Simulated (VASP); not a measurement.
Here is a VASP 6.6.1 calculation.

The input INCAR:

```
SYSTEM = Te
ALGO = Normal ; EDIFF = 1E-6
ENCUT = 520 ; GGA = PS
ISIF = 2 ; ISMEAR = -1
LASPH = .True. ; LCHARG = .False.
LREAL = .False. ; LWAVE = .False.
NBANDS = 13 ; NELM = 100
PREC = Accurate ; SIGMA = 0.08
```

KPOINTS

```
k-points
0
Gamma
  14 14 8
  0 0 0
```

POSCAR

```
Te
1.0
    2.6856142709      0.0000000000      0.0000000000
   -1.3428071355      2.3258101833      0.0000000000
    0.0000000000      0.0000000000      4.2493134084
Te
2
Direct
    0.3333333333      0.6666666667      0.2500000000
    0.6666666667      0.3333333333      0.7500000000
```

Potentials or basis: VASP PAW PBE potentials, release 64 (Te).

Launch:

```console
$ cat potpaw_PBE.64/Te/POTCAR > POTCAR
$ mpirun -np 1 vasp_std > vasp.out
```

Question: Predict the pressure.

Answer: 237.9 GPa.

Question: Estimate the band gap on the k mesh.

Answer: Zero (band 6 reaches 29.67 eV, above the bottom of band 7 at 18.66 eV).

Stress tensor (GPa, compression positive):
```
237.38   0.00   0.00
  0.00 237.38   0.00
  0.00   0.00 238.80
```

Caveat: the PAW data sets were made with another functional, which shifts forces and pressure a little; spin-orbit coupling is left out, which moves the levels of the heavy elements.
